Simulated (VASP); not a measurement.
A run of VASP 6.6.1:

Contents of INCAR:

```
SYSTEM = CdS
  ALGO = Normal
  EDIFF = 1E-6
  ENCUT = 520
  GGA = PE
  ISIF = 2
  ISMEAR = 0
  ISYM = 0
  LASPH = .True.
  LCHARG = .True.
  LELF = .True.
  LREAL = .False.
  LVHAR = .True.
  LWAVE = .False.
  NBANDS = 46
  NELM = 80
  PREC = Accurate
  SIGMA = 0.05
```

Contents of KPOINTS:

```
k-points
0
Gamma
  7 7 2
  0 0 0
```

Contents of POSCAR:

```
CdS
1.0
   -2.0985806452     -3.6348483013      0.0000000000
    2.0985806452     -3.6348483013      0.0000000000
    1.0492903226     -4.2406563515     13.6554617430
Cd S
4 4
Direct
    0.3647239153     -0.0881902118      0.9058282541
    0.5313905820      0.3284764549      0.4058282541
    0.2813905820      0.2034764549      0.1558282541
    0.1147239153     -0.2131902118      0.6558282541
    0.6352760847      0.5881902118      0.0941717459
    0.4686094180      0.1715235451      0.5941717459
    0.2186094180      0.0465235451      0.3441717459
    0.0519427514     -0.3701431216      0.8441717459
```

Potentials or basis: VASP PAW PBE potentials, release 64 (Cd, S).

The run is started by

```sh
$ cat potpaw_PBE.64/Cd/POTCAR potpaw_PBE.64/S/POTCAR > POTCAR
$ mpirun -np 1 vasp_std > vasp.out
```

Hardware: 1 thread of AMD EPYC 7R43 64-Core Processor (Zen 3), on a shared host.

**Question.** How long does it take, and how much memory?

**Answer.** Wall time 14 min on 1 thread of AMD EPYC 7R43 64-Core Processor (Zen 3), on a shared host, peak memory 0.5 GiB. Counts: scf iterations 16, k points 50.
